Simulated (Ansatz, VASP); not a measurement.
**TaAs3: VASP beside Ansatz**

```
CELL_PARAMETERS angstrom
6.07500 0.00000 0.00000
-3.03750 5.26111 0.00000
0.00000 0.00000 4.74408
ATOMIC_POSITIONS crystal
Ta 0.33333 0.66667 0.25000
Ta 0.66667 0.33333 0.75000
As 0.81198 0.62397 0.25000
As 0.18802 0.81198 0.75000
As 0.37603 0.18802 0.25000
As 0.18802 0.37603 0.75000
As 0.81198 0.18802 0.25000
As 0.62397 0.81198 0.75000
```

Alike in both runs: functional PBE; k mesh 3 × 3 × 4; occupations gaussian, width 0.1 eV; no spin polarisation.

Ansatz relaxed the structure, and its values are those at the end. VASP's run is a single point on that final structure, the one shown.

```csv
,VASP,Ansatz
version,VASP 6.6.1,Ansatz 0.2.0
potentials or method,"VASP PAW PBE potentials, release 64 (Ta_pv, As), cutoff 520 eV","scalar-relativistic, plane waves, PAW"
valence electrons in the cell,52,116
```

Ansatz gave:

* gap on the k mesh at the Fermi level (eV): none
* pressure (GPa): 0.0
* rms of the force components (eV/Å): 0.002

Question: Which values does VASP return?

Answer: gap on the k mesh at the Fermi level (eV): none; pressure (GPa): 0.2; rms of the force components (eV/Å): 0.020.

A gap of «none» marks a metal or a gap that the smearing closes. VASP's potentials hold 52 valence electrons a cell and Ansatz's 116, so a difference there can come from the potentials and not from the codes.

The k mesh is coarse, so the values compare programs but aren't converged. Neither program's run includes spin-orbit coupling.
